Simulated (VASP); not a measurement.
# Sr (Fm-3m) in VASP: a series of runs

Sr is run at these levels: LDA; tasks: single point.

Program: VASP 6.6.1. These are calculated values, not measurements. Logs are shortened: lines on timing, memory, paths and dates and some standing lists are left out, and cuts for length are marked.

### 1 The cell of the first run

It takes space group Fm-3m (No. 225, cubic). Conventional cell: a = 5.018 Å, b = 5.018 Å, c = 5.018 Å, α = 90.00°, β = 90.00°, γ = 90.00°. Sr (site symmetry m-3m) has 12 Sr at 3.55 Å within 4.7 Å.

### 2 Single point, LDA (31.59 Å³/atom)

File INCAR:

```
  PREC = Accurate
  ENCUT = 520
  EDIFF = 1E-6
  ISMEAR = -1
  SIGMA = 0.05
  LREAL = F
  LASPH = T
  NELM = 80
  ALGO = Normal
  ISIF = 2
  LWAVE = F
  LCHARG = F
  GGA = CA
  NBANDS = 11
```

File KPOINTS:

```
regular mesh
0
Gamma
  13 13 13
```

File POSCAR:

```
Sr
1.0
    0.0000000000      2.5089026563      2.5089026563
    2.5089026563      0.0000000000      2.5089026563
    2.5089026563      2.5089026563      0.0000000000
Sr
1
Direct
    0.0000000000      0.0000000000      0.0000000000
```

Potentials or basis: VASP PAW LDA potentials, release 64 (Sr_sv).

Launch:

```
> cat potpaw_LDA.64/Sr_sv/POTCAR > POTCAR
> mpirun -np 1 vasp_std > vasp.out
```

OUTCAR:

```text
PREC = Accurate
   ENCUT = 520
   EDIFF = 1E-6
   ISMEAR = -1
   LREAL = F
   LASPH = T
   NELM = 80
   ISIF = 2
   GGA = CA

 ion  position               nearest neighbor table
   1  0.000  0.000  0.000-

  LATTYP: Found a face centered cubic cell.
 ALAT       =     5.0178053126

  Lattice vectors:

 A1 = (   0.0000000000,   2.5089026563,   2.5089026563)
 A2 = (   2.5089026563,   0.0000000000,   2.5089026563)
 A3 = (   2.5089026563,   2.5089026563,   0.0000000000)

Analysis of symmetry for initial positions (statically):
=====================================================================
 Subroutine PRICEL returns:
 Original cell was already a primitive cell.

 Routine SETGRP: Setting up the symmetry group for a
 face centered cubic supercell.

 Subroutine GETGRP returns: Found 48 space group operations
 (whereof 48 operations were pure point group operations)
 out of a pool of 48 trial point group operations.

The static configuration has the point symmetry O_h .

Analysis of symmetry for dynamics (positions and initial velocities):
=====================================================================
 Subroutine PRICEL returns:
 Original cell was already a primitive cell.

 Routine SETGRP: Setting up the symmetry group for a
 face centered cubic supercell.

 Subroutine GETGRP returns: Found 48 space group operations
 (whereof 48 operations were pure point group operations)
 out of a pool of 48 trial point group operations.

The dynamic configuration has the point symmetry O_h .

 Subroutine INISYM returns: Found 48 space group operations
 (whereof 48 operations are pure point group operations),
 and found     1 'primitive' translations

----------------------------------------------------------------------------------------

                                     Primitive cell

  volume of cell :      31.5850

  direct lattice vectors                    reciprocal lattice vectors
     0.000000000  2.508902656  2.508902656    -0.199290315  0.199290315  0.199290315
     2.508902656  0.000000000  2.508902656     0.199290315 -0.199290315  0.199290315
     2.508902656  2.508902656  0.000000000     0.199290315  0.199290315 -0.199290315

  length of vectors
     3.548124163  3.548124163  3.548124163     0.345180951  0.345180951  0.345180951

  position of ions in fractional coordinates (direct lattice)
     0.000000000  0.000000000  0.000000000

  ion indices of the primitive-cell ions
   primitive index   ion index
                 1           1

----------------------------------------------------------------------------------------

 KPOINTS: regular mesh

Automatic generation of k-mesh.
 Grid dimensions read from file:
 generate k-points for:   13   13   13

 Generating k-lattice:

  Cartesian coordinates                     Fractional coordinates (reciprocal lattice)
    -0.015330024  0.015330024  0.015330024     0.076923077  0.000000000  0.000000000
     0.015330024 -0.015330024  0.015330024     0.000000000  0.076923077  0.000000000
     0.015330024  0.015330024 -0.015330024     0.000000000  0.000000000  0.076923077

  Length of vectors
     0.026552381  0.026552381  0.026552381

  Shift w.r.t. Gamma in fractional coordinates (k-lattice)
     0.000000000  0.000000000  0.000000000

 Subroutine IBZKPT returns following result:
 ===========================================

 Found     84 irreducible k-points:

 Following reciprocal coordinates:
            Coordinates               Weight
  0.000000  0.000000  0.000000      1.000000
  0.076923  0.000000  0.000000      8.000000
  0.153846  0.000000  0.000000      8.000000
  0.230769  0.000000  0.000000      8.000000
  0.307692  0.000000  0.000000      8.000000
  0.384615  0.000000  0.000000      8.000000
[... 16 lines left out ...]
  0.384615  0.153846  0.000000     24.000000
  0.461538  0.153846  0.000000     24.000000
 [... further k-points ...]
   k-points           NKPTS =     84   k-points in BZ     NKDIM =     84   number of bands    NBANDS=     11
   number of dos      NEDOS =    301   number of ions     NIONS =      1
   total plane-waves  NPLWV =  21952
   dimension x,y,z NGX =    28 NGY =   28 NGZ =   28
   dimension x,y,z NGXF=    56 NGYF=   56 NGZF=   56
   ions per type =               1
   NGX,Y,Z   is equivalent  to a cutoff of  13.12, 13.12, 13.12 a.u.
   NGXF,Y,Z  is equivalent  to a cutoff of  26.24, 26.24, 26.24 a.u.
 SYSTEM =  unknown system
   PREC   = accura    normal or accurate (medium, high low for compatibility)
   ISTART =      0    job   : 0-new  1-cont  2-samecut
   ICHARG =      2    charge: 1-file 2-atom 10-const
   ISPIN  =      1    spin polarized calculation?
   LNONCOLLINEAR =      F non collinear calculations
   LSORBIT =      F    spin-orbit coupling
   LASPH  =      T    aspherical Exc in radial PAW
   ENCUT  =  520.0 eV  38.22 Ry    6.18 a.u.   6.60  6.60  6.60*2*pi/ulx,y,z
   NELM   =     80;   NELMIN=  2; NELMDL= -5     # of ELM steps
   EDIFF  = 0.1E-05   stopping-criterion for ELM
   LREAL  =      F    real-space projection
   EDIFFG = 0.1E-04   stopping-criterion for IOM
   NSW    =      0    number of steps for IOM
   IBRION =     -1    ionic relax: 0-MD 1-quasi-New 2-CG
   NFREE  =      0    steps in history (QN), initial steepest desc. (CG)
   ISIF   =      2    stress and relaxation
   ISYM   =      2    0-nonsym 1-usesym 2-fastsym
   POTIM  = 0.5000    time-step for ionic-motion
   TEBEG  =    0.0;   TEEND  =   0.0 temperature during run
   PSTRESS=    0.0 pullay stress
   NELECT =      10.0000    total number of electrons
   NUPDOWN=      -1.0000    fix difference up-down
   EMIN   =  10.00;   EMAX   =-10.00  energy-range for DOS
   EFERMI =   0.00;   METHOD = LEGACY
   ISMEAR =    -1;   SIGMA  =   0.05  broadening in eV -4-tet -1-fermi 0-gaus
   EFERMI_NEDOS =   21; number of points for ismear=-14 and -15
   IALGO  =     38    algorithm
   IMIX   =      4    mixing-type and parameters
     AMIX     =   0.40;   BMIX     =  1.00
     AMIX_MAG =   1.60;   BMIX_MAG =  1.00
  volume/ion in A,a.u.               =      31.59       213.15
  Fermi-wavevector in a.u.,A,eV,Ry     =   1.115786  2.108530 16.938968  1.244979
  Thomas-Fermi vector in A             =   2.252394
   LORBIT       =      0    0 simple, 1 ext, 2 COOP (PROOUT), +10 PAW based schemes
   GGA     = CA    functional components
   LHFCALC =     F    Hartree Fock is set to
   AEXX    =    0.0000 exact exchange contribution
   IVDW    =     0    specifies the selected vdW correction
   LEPSILON=     F    determine dielectric tensor
   LRPA    =     F    only Hartree local field effects (RPA)
 non-spin polarized calculation
  energy-cutoff  :      520.00
  volume of cell :       31.59
 maximum number of plane-waves:       881
   NGX = 13   NGY = 13   NGZ = 13

 number of electron      10.0000000 magnetization

 Free energy of the ion-electron system (eV)
  ---------------------------------------------------
  ext. energy  EPLUGINS =         0.00000000
  ---------------------------------------------------
  free energy    TOTEN  =        -1.44822186 eV

  energy without entropy =       -1.43980632  energy(sigma->0) =       -1.44401409

 E-fermi :   3.6527     XC(G=0):  -9.5129

 val. band max:        3.6450096772   @ k =  -0.2308   0.3846   0.1538
 cond. band min:       3.6693807050   @ k =  -0.3846   0.3077   0.1538
 fundamental gap:      0.0243710279
 Fermi energy:         3.6526625407

 k-point     1 :       0.0000    0.0000    0.0000
  band No.  band energies     occupation
      1     -31.8918      2.00000
      2     -13.4791      2.00000
      3     -13.4791      2.00000
      4     -13.4791      2.00000
      5      -0.4777      2.00000
      6       6.5568      0.00000
      7       6.5568      0.00000
      8       6.5568      0.00000
      9       9.1819      0.00000
     10       9.1819      0.00000
     11      12.7730      0.00000

 k-point     2 :       0.0769    0.0000    0.0000
  band No.  band energies     occupation
      1     -31.8828      2.00000
      2     -13.5553      2.00000
      3     -13.4877      2.00000
      4     -13.4877      2.00000
      5      -0.3000      2.00000
      6       6.3245      0.00000
      7       6.6409      0.00000
      8       6.6409      0.00000
      9       9.0507      0.00000
     10       9.0507      0.00000
     11      13.2082      0.00000

 k-point     3 :       0.1538    0.0000    0.0000
  band No.  band energies     occupation
      1     -31.8577      2.00000
      2     -13.7600      2.00000
      3     -13.5111      2.00000
      4     -13.5111      2.00000
      5       0.1932      2.00000
      6       5.8159      0.00000
      7       6.8193      0.00000
      8       6.8193      0.00000
      9       8.8341      0.00000
     10       8.8341      0.00000
     11      13.8597      0.00000

 k-point     4 :       0.2308    0.0000    0.0000
  band No.  band energies     occupation
      1     -31.8220      2.00000
      2     -14.0348      2.00000
      3     -13.5438      2.00000
      4     -13.5438      2.00000
      5       0.8834      2.00000
      6       5.3319      0.00000
      7       6.8598      0.00000
      8       6.8598      0.00000
      9       8.9324      0.00000
     10       8.9324      0.00000
     11      13.1984      0.00000

 k-point     5 :       0.3077    0.0000    0.0000
  band No.  band energies     occupation
      1     -31.7838      2.00000
      2     -14.3114      2.00000
      3     -13.5780      2.00000
      4     -13.5780      2.00000
      5       1.5715      2.00000
      6       5.0873      0.00000
      7       6.6672      0.00000
      8       6.6672      0.00000
      9       9.5210      0.00000
     10       9.5210      0.00000
     11      12.5741      0.00000
[... 211 lines left out ...]
 k-point    21 :       0.2308    0.1538    0.0000
  band No.  band energies     occupation
      1     -31.8197      2.00000
      2     -13.9300      2.00000
      3     -13.6131      2.00000
      4     -13.6051      2.00000
      5       0.9355      2.00000
      6       5.0646      0.00000
      7       6.8314      0.00000
      8       7.3443      0.00000
      9       7.7428      0.00000
     10       9.7087      0.00000
     11      15.1918      0.00000

 k-point    22 :       0.3077    0.1538    0.0000
  band No.  band energies     occupation
      1     -31.7858      2.00000
      2     -14.1577      2.00000
      3     -13.6520      2.00000
      4     -13.6487      2.00000
      5       1.6056      2.00000
      6       4.7546      0.00000
      7       6.2276      0.00000
      8       7.3773      0.00000
      9       8.4796      0.00000
     10      10.1140      0.00000
     11      14.4438      0.00000

 k-point    23 :       0.3846    0.1538    0.0000
  band No.  band energies     occupation
      1     -31.7525      2.00000
      2     -14.3693      2.00000
      3     -13.7049      2.00000
      4     -13.6782      2.00000
      5       2.2437      2.00000
      6       4.6286      0.00000
      7       5.8236      0.00000
      8       7.1988      0.00000
      9       9.4241      0.00000
     10      10.7602      0.00000
     11      13.8382      0.00000

 k-point    24 :       0.4615    0.1538    0.0000
  band No.  band energies     occupation
      1     -31.7274      2.00000
      2     -14.5192      2.00000
      3     -13.7619      2.00000
      4     -13.6861      2.00000
      5       2.6580      2.00000
      6       4.6322      0.00000
      7       5.7614      0.00000
      8       6.9775      0.00000
      9      10.4243      0.00000
     10      11.2306      0.00000
     11      13.4073      0.00000

 [... further k-points ...]

------------------------ aborting loop because EDIFF is reached ----------------------------------------

  FORCE on cell =-STRESS in cart. coord.  units (eV):
  Direction    XX          YY          ZZ          XY          YZ          ZX
  --------------------------------------------------------------------------------------
  -------------------------------------------------------------------------------------
  Total        2.1667241      2.1667241      2.1667241      0.0000000      0.0000000      0.0000000
  in kB      109.9088785    109.9088785    109.9088785      0.0000000      0.0000000      0.0000000
  external PRESSURE =     109.9088785 kB  Pullay stress =       0.0000000 kB

 VOLUME and BASIS-vectors are now :
 -----------------------------------------------------------------------------
  energy-cutoff  :      520.00
  volume of cell :       31.59
      direct lattice vectors                 reciprocal lattice vectors
     0.000000000  2.508902656  2.508902656    -0.199290315  0.199290315  0.199290315
     2.508902656  0.000000000  2.508902656     0.199290315 -0.199290315  0.199290315
     2.508902656  2.508902656  0.000000000     0.199290315  0.199290315 -0.199290315

 POSITION                                       TOTAL-FORCE (eV/Angst)
 -----------------------------------------------------------------------------------
      0.00000      0.00000      0.00000         0.000000     -0.000000     -0.000000
 -----------------------------------------------------------------------------------
    total drift:                               -0.000000     -0.000000     -0.000000

  FREE ENERGIE OF THE ION-ELECTRON SYSTEM (eV)
  ---------------------------------------------------
  free  energy   TOTEN  =        -1.4482218647 eV

  energy  without entropy=       -1.4398063210  energy(sigma->0) =       -1.44401409
```

Run time: 38 s. Hardware: 1 thread of Intel Xeon 8259CL, shared host; peak memory 0.16 GiB.

What came out:

| Quantity | Value |
| --- | --- |
| Free energy | -1.4482 eV |
| Pressure | 11.0 GPa |
| Band gap on the k mesh | zero (bands 5 and 6 overlap by 0.47 eV) |

Caveat: the cell stands under pressure.

### 3 Single point, LDA (31.59 Å³/atom)

File INCAR:

```
PREC = Accurate
ENCUT = 520
EDIFF = 1E-6
ISMEAR = -1
SIGMA = 0.05
LREAL = False
LASPH = True
NELM = 60
ALGO = Normal
ISIF = 2
LWAVE = False
LCHARG = True
LELF = True
LVHAR = True
NBANDS = 11
```

KPOINTS is that of step 2.

POSCAR is that of step 2.

Potentials or basis: VASP PAW LDA potentials, release 64 (Sr_sv).

Launch:

```
> cat potpaw_LDA.64/Sr_sv/POTCAR > POTCAR
> mpirun -np 1 vasp_std > vasp.out
```

OUTCAR:

```text
PREC = Accurate
   ENCUT = 520
   EDIFF = 1E-6
   ISMEAR = -1
   LREAL = False
   LASPH = True
   NELM = 60
   ISIF = 2

 ion  position               nearest neighbor table
   1  0.000  0.000  0.000-

  LATTYP: Found a face centered cubic cell.
 ALAT       =     5.0178053126

  Lattice vectors:

 A1 = (   0.0000000000,   2.5089026563,   2.5089026563)
 A2 = (   2.5089026563,   0.0000000000,   2.5089026563)
 A3 = (   2.5089026563,   2.5089026563,   0.0000000000)

Analysis of symmetry for initial positions (statically):
=====================================================================
 Subroutine PRICEL returns:
 Original cell was already a primitive cell.

 Routine SETGRP: Setting up the symmetry group for a
 face centered cubic supercell.

 Subroutine GETGRP returns: Found 48 space group operations
 (whereof 48 operations were pure point group operations)
 out of a pool of 48 trial point group operations.

The static configuration has the point symmetry O_h .

Analysis of symmetry for dynamics (positions and initial velocities):
=====================================================================
 Subroutine PRICEL returns:
 Original cell was already a primitive cell.

 Routine SETGRP: Setting up the symmetry group for a
 face centered cubic supercell.

 Subroutine GETGRP returns: Found 48 space group operations
 (whereof 48 operations were pure point group operations)
 out of a pool of 48 trial point group operations.

The dynamic configuration has the point symmetry O_h .

 Subroutine INISYM returns: Found 48 space group operations
 (whereof 48 operations are pure point group operations),
 and found     1 'primitive' translations

----------------------------------------------------------------------------------------

[... 112 lines left out ...]
  Fermi-wavevector in a.u.,A,eV,Ry     =   1.115786  2.108530 16.938968  1.244979
  Thomas-Fermi vector in A             =   2.252394
   LORBIT       =      0    0 simple, 1 ext, 2 COOP (PROOUT), +10 PAW based schemes
   GGA     = CA    functional components
   LHFCALC =     F    Hartree Fock is set to
   AEXX    =    0.0000 exact exchange contribution
   IVDW    =     0    specifies the selected vdW correction
   LEPSILON=     F    determine dielectric tensor
   LRPA    =     F    only Hartree local field effects (RPA)
 non-spin polarized calculation
  energy-cutoff  :      520.00
  volume of cell :       31.59
 maximum number of plane-waves:       881
   NGX = 13   NGY = 13   NGZ = 13

 number of electron      10.0000000 magnetization

 Free energy of the ion-electron system (eV)
  ---------------------------------------------------
  ext. energy  EPLUGINS =         0.00000000
  ---------------------------------------------------
  free energy    TOTEN  =        -1.44822186 eV

  energy without entropy =       -1.43980632  energy(sigma->0) =       -1.44401409

 E-fermi :   3.6527     XC(G=0):  -9.5129

 val. band max:        3.6450096772   @ k =  -0.2308   0.3846   0.1538
 cond. band min:       3.6693807050   @ k =  -0.3846   0.3077   0.1538
 fundamental gap:      0.0243710279
 Fermi energy:         3.6526625407

 k-point     1 :       0.0000    0.0000    0.0000
  band No.  band energies     occupation
      1     -31.8918      2.00000
      2     -13.4791      2.00000
      3     -13.4791      2.00000
      4     -13.4791      2.00000
      5      -0.4777      2.00000
      6       6.5568      0.00000
      7       6.5568      0.00000
      8       6.5568      0.00000
      9       9.1819      0.00000
     10       9.1819      0.00000
     11      12.7730      0.00000
[... 309 lines left out ...]
 k-point    24 :       0.4615    0.1538    0.0000
  band No.  band energies     occupation
      1     -31.7274      2.00000
      2     -14.5192      2.00000
      3     -13.7619      2.00000
      4     -13.6861      2.00000
      5       2.6580      2.00000
      6       4.6322      0.00000
      7       5.7614      0.00000
      8       6.9775      0.00000
      9      10.4243      0.00000
     10      11.2306      0.00000
     11      13.4073      0.00000

 [... further k-points ...]

------------------------ aborting loop because EDIFF is reached ----------------------------------------

  FORCE on cell =-STRESS in cart. coord.  units (eV):
  Direction    XX          YY          ZZ          XY          YZ          ZX
  --------------------------------------------------------------------------------------
  -------------------------------------------------------------------------------------
  Total        2.1667241      2.1667241      2.1667241      0.0000000      0.0000000      0.0000000
  in kB      109.9088785    109.9088785    109.9088785      0.0000000      0.0000000      0.0000000
  external PRESSURE =     109.9088785 kB  Pullay stress =       0.0000000 kB

 VOLUME and BASIS-vectors are now :
 -----------------------------------------------------------------------------
  energy-cutoff  :      520.00
  volume of cell :       31.59
      direct lattice vectors                 reciprocal lattice vectors
     0.000000000  2.508902656  2.508902656    -0.199290315  0.199290315  0.199290315
     2.508902656  0.000000000  2.508902656     0.199290315 -0.199290315  0.199290315
     2.508902656  2.508902656  0.000000000     0.199290315  0.199290315 -0.199290315

 POSITION                                       TOTAL-FORCE (eV/Angst)
 -----------------------------------------------------------------------------------
      0.00000      0.00000      0.00000         0.000000     -0.000000     -0.000000
 -----------------------------------------------------------------------------------
    total drift:                               -0.000000     -0.000000     -0.000000

  FREE ENERGIE OF THE ION-ELECTRON SYSTEM (eV)
  ---------------------------------------------------
  free  energy   TOTEN  =        -1.4482218647 eV

  energy  without entropy=       -1.4398063210  energy(sigma->0) =       -1.44401409
```

Wall time 31 s (1 thread of Intel Xeon 8259CL, shared host); peak memory 0.16 GiB.

What came out:

```yaml
Free_energy: -1.4482 eV
Pressure: 11.0 GPa
Band_gap_on_the_k_mesh: zero (bands 5 and 6 overlap by 0.47 eV)
```

Caveat: the cell stands under pressure.
